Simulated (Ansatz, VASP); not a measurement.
## Pb in VASP and in Ansatz

```xyz
2
Lattice="3.7584 0.0000 0.0000 -1.8792 3.2549 0.0000 0.0000 0.0000 5.8136" Properties=species:S:1:pos:R:3 pbc="T T T"
Pb    0.0000    2.1699    1.4534
Pb    1.8792    1.0850    4.3602
```

Change from the starting cell: strain +0.080 along x and y, +0.040 along z, atoms carried along.

Alike in both runs: task single point; functional r2SCAN; k mesh 18 × 18 × 10; occupations gaussian, width 0.15 eV; no spin polarisation.

|  | VASP | Ansatz |
| --- | --- | --- |
| version | VASP 6.6.1 | Ansatz 0.2.0 |
| potentials or method | VASP PAW PBE potentials, release 64 (Pb_d), cutoff 520 eV | scalar-relativistic, plane waves, PAW |
| valence electrons in the cell | 28 | 28 |

```tsv
	VASP	Ansatz	Ansatz less VASP
gap on the k mesh at the Fermi level (eV)	none	none	-
pressure (GPa)	-4.2	-4.2	+0.03
traceless stress, the component that is largest in VASP (GPa)	1.05	1.05	-0.003
```

VASP's potentials were made for PBE, not for r2SCAN. A gap of «none» marks a metal or a gap that the smearing closes.

Spin-orbit coupling is off throughout.
